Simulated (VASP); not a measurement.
Write the native input for VASP 6.6.1 that does the following.

| Item | Value |
| --- | --- |
| Task | single point |
| Functional | PBE |
| Dispersion | D3(BJ) |
| Potentials or basis | VASP PAW PBE potentials, release 64 (Sn_d, Pb_d, O) |
| Cutoff | 520 eV |
| k mesh | 6 × 4 × 6 |
| Occupations | fermi-dirac, width 0.02 eV |
| Spin | no spin polarisation |
| Dipole correction | no |
| Further INCAR settings | ALGO = Normal; EDIFF = 1e-06; NBANDS = 50 |

The structure of SnPb3O4 lies in POSCAR:

```
SnPb3O4
1.0
    3.9780989034      0.0000000000      0.0000000000
    0.0000000000      7.9616029452      0.0000000000
    0.0000000000      0.0000000000      4.9335095413
Sn Pb O
1 3 4
Direct
    0.5000000000      0.0000000000      0.7735144317
    0.0000000000      0.2435569434      0.2462903061
    0.5000000000      0.5000000000      0.7611202483
    0.0000000000      0.7564430566      0.2462903061
    0.5000000000      0.2385615904     -0.0068917308
    0.0000000000      0.0000000000     -0.0197606866
    0.5000000000      0.7614384096     -0.0068917308
    0.0000000000      0.5000000000      0.0063288559
```

One way to write it, as run:

INCAR

```
SYSTEM = SnPb3O4
PREC = Accurate ; ENCUT = 520
EDIFF = 1E-6 ; ISMEAR = -1
SIGMA = 0.02 ; LREAL = .False.
LASPH = .True. ; NELM = 80
ALGO = Normal ; ISIF = 2
LWAVE = .False. ; LCHARG = .False.
GGA = PE ; IVDW = 12
NBANDS = 50
```

KPOINTS

```
Automatic mesh
0
Gamma
  6 4 6
  0 0 0
```

Potentials or basis: VASP PAW PBE potentials, release 64 (Sn_d, Pb_d, O).

The run is started by

```sh
$ cat potpaw_PBE.64/Sn_d/POTCAR potpaw_PBE.64/Pb_d/POTCAR potpaw_PBE.64/O/POTCAR > POTCAR
$ mpirun -np 1 vasp_std > vasp.out
```

Results of the run:

```json
{"Pressure": "0.1 GPa", "Largest force": "0.070 eV/Å", "Band gap on the k mesh": "0.80 eV (least direct gap 2.11 eV)", "Dispersion energy per atom": "-0.235 eV"}
```

Caveat: spin-orbit coupling is left out, which moves the levels of the heavy elements.

Wall time 4.3 min on 1 thread of Oxide Virtual Turin-like Processor, on a shared host, peak memory 0.43 GiB.
